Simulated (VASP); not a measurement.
Here is a VASP 6.6.1 calculation.

File INCAR:

```
SYSTEM = As
ALGO     = Normal         ! electronic algorithm
EDIFF    = 1E-7           ! SCF threshold, eV
ENCUT    = 520            ! plane-wave cutoff, eV
GGA      = PE             ! functional
ISIF     = 2              ! what is computed and relaxed
ISMEAR   = -1             ! smearing method
LASPH    = .TRUE.         ! aspherical terms in the spheres
LCHARG   = .TRUE.         ! write CHGCAR
LELF     = .TRUE.         ! ELF
LREAL    = .FALSE.        ! projectors in reciprocal space
LVHAR    = .TRUE.       
LWAVE    = .FALSE.        ! write WAVECAR
NBANDS   = 8              ! bands
NELM     = 60             ! most SCF steps
PREC     = Accurate       ! precision mode
SIGMA    = 0.05           ! smearing width, eV
```

Contents of KPOINTS:

```
k-points
0
G
  15 15 15
  0 0 0
```

POSCAR

```
As
1.0
    0.0000000000      1.6906968528      1.6906968528
    1.6906968528      0.0000000000      1.6906968528
    1.6906968528      1.6906968528      0.0000000000
As
1
Direct
    0.0000000000      0.0000000000      0.0000000000
```

Potentials or basis: VASP PAW PBE potentials, release 64 (As).

Launch:

```console
$ cat potpaw_PBE.64/As/POTCAR > POTCAR
$ mpirun -np 1 vasp_std > vasp.out
```

Problem. Predict the pressure.

Solution. 251.7 GPa.
